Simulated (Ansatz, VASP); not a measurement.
BaTiO3: VASP beside Ansatz

```
CELL_PARAMETERS angstrom
3.99227 0.00000 0.00000
0.00000 3.99227 0.00000
0.00000 0.00000 3.99227
ATOMIC_POSITIONS crystal
Ba 0.00000 0.00000 0.00000
Ti 0.50000 0.50000 0.50000
O 0.50000 0.50000 0.00000
O 0.00000 0.50000 0.50000
O 0.50000 0.00000 0.50000
```

Alike in both runs: functional PBE; dispersion D3(BJ); k mesh 8 × 8 × 8; occupations gaussian, width 0.02 eV; no spin polarisation.

Ansatz relaxed the structure, and its values are those at the end. VASP's run is a single point on that final structure, the one shown.

|  | VASP | Ansatz |
| --- | --- | --- |
| version | VASP 6.6.1 | Ansatz 0.2.0 |
| potentials or method | VASP PAW PBE potentials, release 64 (Ba_sv, Ti_sv, O), cutoff 600 eV | scalar-relativistic, plane waves, PAW |
| valence electrons in the cell | 40 | 40 |

|  | VASP | Ansatz | Ansatz less VASP |
| --- | --- | --- | --- |
| gap on the k mesh at the Fermi level (eV) | 1.76 | 1.83 | +0.064 |
| least direct gap on the mesh (eV) | 1.90 | 1.93 | +0.024 |
| pressure (GPa) | 1.6 | 0.0 | -1.65 |

Neither program's run includes spin-orbit coupling.
